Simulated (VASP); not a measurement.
Write the native input for VASP 6.6.1 that does the following.

```
Task                   : single point
Functional             : r2SCAN
Potentials or basis    : VASP PAW PBE potentials, release 64 (Y_sv)
Cutoff                 : 520 eV
k mesh                 : 12 × 12 × 12
Occupations            : fermi-dirac, width 0.1 eV
Spin                   : no spin polarisation
Dipole correction      : no
Further INCAR settings : ALGO = Normal; EDIFF = 1e-06; NBANDS = 12
```

Y:

```
Y
1.0
     0.00000    2.44733    2.44733
     2.44733    0.00000    2.44733
     2.44733    2.44733    0.00000
Y
1
Direct
  0.00000 0.00000 0.00000
```

This cell differs from its parent crystal: volume scaled by 0.88.

One way to write it, as run:

POSCAR

```
Y
1.0
    0.0000000000      2.4473334410      2.4473334410
    2.4473334410      0.0000000000      2.4473334410
    2.4473334410      2.4473334410      0.0000000000
Y
1
Direct
    0.0000000000      0.0000000000      0.0000000000
```

INCAR.step1

```
SYSTEM = Y
ALGO = Normal ; EDIFF = 1E-4
ENCUT = 520 ; GGA = PE
ISMEAR = -1 ; LASPH = .TRUE.
LCHARG = .FALSE. ; LREAL = .FALSE.
LWAVE = .TRUE. ; NBANDS = 12
NELM = 100 ; PREC = Accurate
SIGMA = 0.1
```

INCAR.step2

```
SYSTEM = Y
ALGO = Normal ; EDIFF = 1E-6
ENCUT = 520 ; ISIF = 2
ISMEAR = -1 ; ISTART = 1
LASPH = .TRUE. ; LCHARG = .TRUE.
LELF = .TRUE. ; LMIXTAU = .TRUE.
LREAL = .FALSE. ; LVHAR = .TRUE.
LWAVE = .FALSE. ; METAGGA = R2SCAN
NBANDS = 12 ; NELM = 100
PREC = Accurate ; SIGMA = 0.1
```

KPOINTS

```
k-points
0
G
  12 12 12
  0 0 0
```

Potentials or basis: VASP PAW PBE potentials, release 64 (Y_sv).

Run with:

```console
$ cat potpaw_PBE.64/Y_sv/POTCAR > POTCAR
$ cp INCAR.step1 INCAR
$ mpirun -np 1 vasp_std > vasp.out
$ cp INCAR.step2 INCAR
$ mpirun -np 1 vasp_std > vasp.out
```

It gave:

The pressure is 5.9 GPa.

Caveat: the PAW data sets were made with another functional, which shifts forces and pressure a little.

Wall time 76 s on 1 thread of Intel(R) Xeon(R) Platinum 8375C CPU @ 2.90GHz (Ice Lake), with other jobs on the host, peak memory 0.2 GiB.
